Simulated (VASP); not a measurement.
# Si in VASP: further runs, part 2 of 2

VASP 6.6.1. Earlier steps stand in the parts before.

## 4. Single point, PBE

Contents of INCAR:

```
SYSTEM = Si
  ALGO = Normal
  EDIFF = 1E-6
  ENCUT = 520
  GGA = PE
  ISIF = 2
  ISMEAR = 0
  LASPH = .TRUE.
  LCHARG = .FALSE.
  LREAL = .FALSE.
  LWAVE = .FALSE.
  NBANDS = 11
  NELM = 60
  PREC = Accurate
  SIGMA = 0.05
```

Contents of KPOINTS:

```
k-points
0
G
  8 8 8
  0 0 0
```

Contents of POSCAR:

```
Si
1.0
    0.0000000000      3.1314389932      2.5434395316
    2.5297651255      0.0000000000      2.5434395316
    2.5297651255      3.1314389932      0.0000000000
Si
2
Direct
    0.5000000000      0.5000000000      0.5000000000
    0.7500000000      0.7500000000      0.7500000000
```

Potentials or basis: VASP PAW PBE potentials, release 64 (Si).

Command:

```console
cat potpaw_PBE.64/Si/POTCAR > POTCAR
mpirun -np 1 vasp_std > vasp.out
```

OUTCAR:

```text
SYSTEM = Si
   EDIFF = 1E-6
   ENCUT = 520
   GGA = PE
   ISIF = 2
   ISMEAR = 0
   LASPH = .TRUE.
   LREAL = .FALSE.
   NELM = 60
   PREC = Accurate

 ion  position               nearest neighbor table
   1  0.500  0.500  0.500-   2 2.38   2 2.38   2 2.38   2 2.38
   2  0.750  0.750  0.750-   1 2.38   1 2.38   1 2.38   1 2.38

  LATTYP: Found a face centered orthorhombic cell.
 ALAT       =     5.0595302510
 B/A-ratio  =     1.0054054054
 C/A-ratio  =     1.2378378378

  Lattice vectors:

 A1 = (   0.0000000000,   3.1314389932,  -2.5434395316)
 A2 = (   2.5297651255,   3.1314389932,   0.0000000000)
 A3 = (   2.5297651255,   0.0000000000,  -2.5434395316)

Analysis of symmetry for initial positions (statically):
=====================================================================
 Subroutine PRICEL returns:
 Original cell was already a primitive cell.

 Routine SETGRP: Setting up the symmetry group for a
 face centered orthorhombic supercell.

 Subroutine GETGRP returns: Found  8 space group operations
 (whereof  4 operations were pure point group operations)
 out of a pool of  8 trial point group operations.

The static configuration has the point symmetry D_2 .
 The point group associated with its full space group is D_2h.

Analysis of symmetry for dynamics (positions and initial velocities):
=====================================================================
 Subroutine PRICEL returns:
 Original cell was already a primitive cell.

 Routine SETGRP: Setting up the symmetry group for a
 face centered orthorhombic supercell.

 Subroutine GETGRP returns: Found  8 space group operations
 (whereof  4 operations were pure point group operations)
 out of a pool of  8 trial point group operations.

The dynamic configuration has the point symmetry D_2 .
 The point group associated with its full space group is D_2h.

 Subroutine INISYM returns: Found  8 space group operations
 (whereof  4 operations are pure point group operations),
 and found     1 'primitive' translations

----------------------------------------------------------------------------------------

                                     Primitive cell

  volume of cell :      40.2973

  direct lattice vectors                    reciprocal lattice vectors
     0.000000000  3.131438993  2.543439532    -0.197646807  0.159671001  0.196584190
     2.529765125  0.000000000  2.543439532     0.197646807 -0.159671001  0.196584190
     2.529765125  3.131438993  0.000000000     0.197646807  0.159671001 -0.196584190

  length of vectors
     4.034227909  3.587310447  4.025620667     0.321254467  0.321254467  0.321254467

  position of ions in fractional coordinates (direct lattice)
     0.500000000  0.500000000  0.500000000
     0.750000000  0.750000000  0.750000000

  ion indices of the primitive-cell ions
   primitive index   ion index
                 1           1
                 2           2

----------------------------------------------------------------------------------------

 KPOINTS: k-points

Automatic generation of k-mesh.
 Grid dimensions read from file:
 generate k-points for:    8    8    8

 Generating k-lattice:

  Cartesian coordinates                     Fractional coordinates (reciprocal lattice)
    -0.024705851  0.019958875  0.024573024     0.125000000 -0.000000000 -0.000000000
     0.024705851 -0.019958875  0.024573024     0.000000000  0.125000000  0.000000000
     0.024705851  0.019958875 -0.024573024     0.000000000  0.000000000  0.125000000

  Length of vectors
     0.040156808  0.040156808  0.040156808

  Shift w.r.t. Gamma in fractional coordinates (k-lattice)
     0.000000000  0.000000000  0.000000000

 Subroutine IBZKPT returns following result:
 ===========================================

 Found     95 irreducible k-points:

 Following reciprocal coordinates:
            Coordinates               Weight
  0.000000  0.000000  0.000000      1.000000
  0.125000  0.000000  0.000000      8.000000
  0.250000  0.000000  0.000000      8.000000
  0.375000  0.000000  0.000000      8.000000
  0.500000  0.000000  0.000000      4.000000
  0.125000  0.125000  0.000000      2.000000
[... 16 lines left out ...]
  0.250000  0.000000  0.125000      8.000000
  0.375000  0.000000  0.125000      8.000000
 [... further k-points ...]
   k-points           NKPTS =     95   k-points in BZ     NKDIM =     95   number of bands    NBANDS=     11
   number of dos      NEDOS =    301   number of ions     NIONS =      2
   total plane-waves  NPLWV =  25200
   dimension x,y,z NGX =    30 NGY =   28 NGZ =   30
   dimension x,y,z NGXF=    60 NGYF=   56 NGZF=   60
   ions per type =               2
   NGX,Y,Z   is equivalent  to a cutoff of  12.36, 12.98, 12.39 a.u.
   NGXF,Y,Z  is equivalent  to a cutoff of  24.73, 25.95, 24.78 a.u.
 SYSTEM =  Si
   PREC   = accura    normal or accurate (medium, high low for compatibility)
   ISTART =      0    job   : 0-new  1-cont  2-samecut
   ICHARG =      2    charge: 1-file 2-atom 10-const
   ISPIN  =      1    spin polarized calculation?
   LNONCOLLINEAR =      F non collinear calculations
   LSORBIT =      F    spin-orbit coupling
   LASPH  =      T    aspherical Exc in radial PAW
   ENCUT  =  520.0 eV  38.22 Ry    6.18 a.u.   7.50  6.67  7.48*2*pi/ulx,y,z
   NELM   =     60;   NELMIN=  2; NELMDL= -5     # of ELM steps
   EDIFF  = 0.1E-05   stopping-criterion for ELM
   LREAL  =      F    real-space projection
   EDIFFG = 0.1E-04   stopping-criterion for IOM
   NSW    =      0    number of steps for IOM
   IBRION =     -1    ionic relax: 0-MD 1-quasi-New 2-CG
   NFREE  =      0    steps in history (QN), initial steepest desc. (CG)
   ISIF   =      2    stress and relaxation
   ISYM   =      2    0-nonsym 1-usesym 2-fastsym
   POTIM  = 0.5000    time-step for ionic-motion
   TEBEG  =    0.0;   TEEND  =   0.0 temperature during run
   PSTRESS=    0.0 pullay stress
   NELECT =       8.0000    total number of electrons
   NUPDOWN=      -1.0000    fix difference up-down
   EMIN   =  10.00;   EMAX   =-10.00  energy-range for DOS
   EFERMI =   0.00;   METHOD = LEGACY
   ISMEAR =     0;   SIGMA  =   0.05  broadening in eV -4-tet -1-fermi 0-gaus
   EFERMI_NEDOS =   21; number of points for ismear=-14 and -15
   IALGO  =     38    algorithm
   IMIX   =      4    mixing-type and parameters
     AMIX     =   0.40;   BMIX     =  1.00
     AMIX_MAG =   1.60;   BMIX_MAG =  1.00
  volume/ion in A,a.u.               =      20.15       135.97
  Fermi-wavevector in a.u.,A,eV,Ry     =   0.955021  1.804728 12.409402  0.912065
  Thomas-Fermi vector in A             =   2.083821
   LORBIT       =      0    0 simple, 1 ext, 2 COOP (PROOUT), +10 PAW based schemes
   GGA     = PE    functional components
   LHFCALC =     F    Hartree Fock is set to
   AEXX    =    0.0000 exact exchange contribution
   IVDW    =     0    specifies the selected vdW correction
   LEPSILON=     F    determine dielectric tensor
   LRPA    =     F    only Hartree local field effects (RPA)
 non-spin polarized calculation
 Gauss-broadening in eV      SIGMA  =   0.05
  energy-cutoff  :      520.00
  volume of cell :       40.30
 maximum number of plane-waves:      1113
   NGX = 15   NGY = 13   NGZ = 15

 number of electron       8.0000000 magnetization

 Free energy of the ion-electron system (eV)
  ---------------------------------------------------
  ext. energy  EPLUGINS =         0.00000000
  ---------------------------------------------------
  free energy    TOTEN  =       -10.41775180 eV

  energy without entropy =      -10.41687974  energy(sigma->0) =      -10.41731577

 E-fermi :   6.2055     XC(G=0):  -9.4453

 val. band max:        6.1712384235   @ k =  -0.2500  -0.0000   0.1250
 cond. band min:       6.2194332063   @ k =  -0.1250   0.3750   0.3750
 fundamental gap:      0.0481947828
 Fermi energy:         6.2055314251

 k-point     1 :       0.0000    0.0000    0.0000
  band No.  band energies     occupation
      1      -6.1084      2.00000
      2       4.5790      2.00000
      3       6.4612      0.00000
      4       6.4819      0.00000
      5       8.1133      0.00000
      6       8.3275      0.00000
      7       8.3496      0.00000
      8       9.0281      0.00000
      9      12.0325      0.00000
     10      13.7753      0.00000
     11      14.0252      0.00000
[... 309 lines left out ...]
 k-point    24 :       0.3750    0.0000    0.1250
  band No.  band energies     occupation
      1      -4.6936      2.00000
      2       0.5030      2.00000
      3       3.1770      2.00000
      4       5.2995      2.00000
      5       8.1560      0.00000
      6       9.1079      0.00000
      7      10.8484      0.00000
      8      12.5762      0.00000
      9      13.9814      0.00000
     10      15.0962      0.00000
     11      15.8419      0.00000

 [... further k-points ...]
[... 5 lines left out ...]
  --------------------------------------------------------------------------------------
  -------------------------------------------------------------------------------------
  Total        2.0157035     -4.0841305      2.0541986      0.0000000      0.0000000      0.0000000
  in kB       80.1422753   -162.3807795     81.6728011      0.0000000      0.0000000      0.0000000
  external PRESSURE =      -0.1885677 kB  Pullay stress =       0.0000000 kB

 VOLUME and BASIS-vectors are now :
 -----------------------------------------------------------------------------
  energy-cutoff  :      520.00
  volume of cell :       40.30
      direct lattice vectors                 reciprocal lattice vectors
     0.000000000  3.131438993  2.543439532    -0.197646807  0.159671001  0.196584190
     2.529765125  0.000000000  2.543439532     0.197646807 -0.159671001  0.196584190
     2.529765125  3.131438993  0.000000000     0.197646807  0.159671001 -0.196584190

 POSITION                                       TOTAL-FORCE (eV/Angst)
 -----------------------------------------------------------------------------------
      2.52977      3.13144      2.54344         0.000000     -0.000000     -0.000000
      3.79465      4.69716      3.81516         0.000000      0.000000      0.000000
 -----------------------------------------------------------------------------------
    total drift:                                0.000000     -0.000000     -0.000000

  FREE ENERGIE OF THE ION-ELECTRON SYSTEM (eV)
  ---------------------------------------------------
  free  energy   TOTEN  =       -10.4177517995 eV

  energy  without entropy=      -10.4168797360  energy(sigma->0) =      -10.41731577
```

stdout:

```text
POSCAR found type information on POSCAR Si
 POSCAR found :  1 types and       2 ions
 scaLAPACK will be used
 LDA part: xc-table for (Slater+PW92), standard interpolation
 POSCAR, INCAR and KPOINTS ok, starting setup
 FFT: planning ... GRIDC
 FFT: planning ... GRID_SOFT
 FFT: planning ... GRID
 WAVECAR not read
 entering main loop
```

Wall time 20 s (1 thread of AMD EPYC 9R45 (Zen 5), shared host); peak memory 0.14 GiB.

What came out:

| Property | Result |
| --- | --- |
| Free energy | -10.4178 eV |
| Pressure | 0.0 GPa |
| Band gap on the k mesh | zero (bands 4 and 5 overlap by 0.60 eV) |

Stress tensor (GPa, compression positive):
```
  8.01   0.00   0.00
  0.00 -16.24   0.00
  0.00   0.00   8.17
```

Caveat: the cell differs from its parent crystal (strain +e along x and -e along y -0.1100, strain +e along z and -e/2 along x and y -0.0700); the stress differs along the axes, from -16 to 8 GPa; semilocal functionals underestimate gaps, and a narrow one can read as zero.

## 5. Summary

```csv
cell,gap on the mesh (eV),pressure (GPa)
"a = 3.921, b = 3.921, c = 3.766 Å, angles 61.3, 61.3, 57.4°, 2 atoms",0.23,0.0
"a = 4.148, b = 3.746, c = 3.757 Å, angles 67.1, 56.3, 56.6°, 2 atoms",none,-0.7
"a = 4.034, b = 3.587, c = 4.026 Å, angles 63.7, 52.9, 63.4°, 2 atoms",none,0.0
```

Alike in all rows: task single point; level PBE; potentials or basis VASP PAW PBE potentials, release 64 (Si); no spin polarisation; k mesh 8 × 8 × 8; cutoff (eV) 520; smearing gaussian 0.05 eV.

Caveats: semilocal functionals underestimate gaps, and a narrow one can read as zero (at least some runs); the stress differs along the axes, from -6 to 3 GPa (at least some runs); the stress differs along the axes, from -5 to 7 GPa (at least some runs); the stress differs along the axes, from -16 to 8 GPa (at least some runs).

Absolute energies hang on the potentials; compare differences alone.

The gap in the log of VASP goes by the Fermi energy; the results here count the filled bands.